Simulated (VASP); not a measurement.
Here is a VASP 6.6.1 calculation.

INCAR

```
PREC = Accurate
ENCUT = 520
EDIFF = 1E-6
ISMEAR = 0
SIGMA = 0.15
LREAL = False
LASPH = True
NELM = 80
ALGO = Fast
ISIF = 2
LWAVE = False
LCHARG = True
GGA = PE
LELF = True
LVHAR = True
NBANDS = 21
```

The input KPOINTS:

```
regular mesh
0
Gamma
  16 16 16
```

Contents of POSCAR:

```
Sn
1.0
    0.0000000000      3.3281477812      3.3281477812
    3.4279922146      0.0000000000      3.3281477812
    3.4279922146      3.3281477812      0.0000000000
Sn
2
Direct
    0.5000000000      0.5000000000      0.5000000000
    0.7500000000      0.7500000000      0.7500000000
```

Potentials or basis: VASP PAW PBE potentials, release 64 (Sn_d).

Run with:

```console
$ cat potpaw_PBE.64/Sn_d/POTCAR > POTCAR
$ mpirun -np 1 vasp_std > vasp.out
```

Question: What does it give for the band gap on the k mesh?

Answer: Zero (band 14 reaches 4.73 eV, above the bottom of band 15 at 4.38 eV).

Question: Estimate the pressure.

Answer: -1.1 GPa.

Stress tensor (GPa, compression positive):
```
-1.64  0.00  0.00
 0.00 -0.78  0.00
 0.00  0.00 -0.78
```

Caveat: the cell differs from its parent crystal (strain +0.0300 x Voigt [1, 0, 0, 0, 0, 0]); spin-orbit coupling is left out, which moves the levels of the heavy elements.
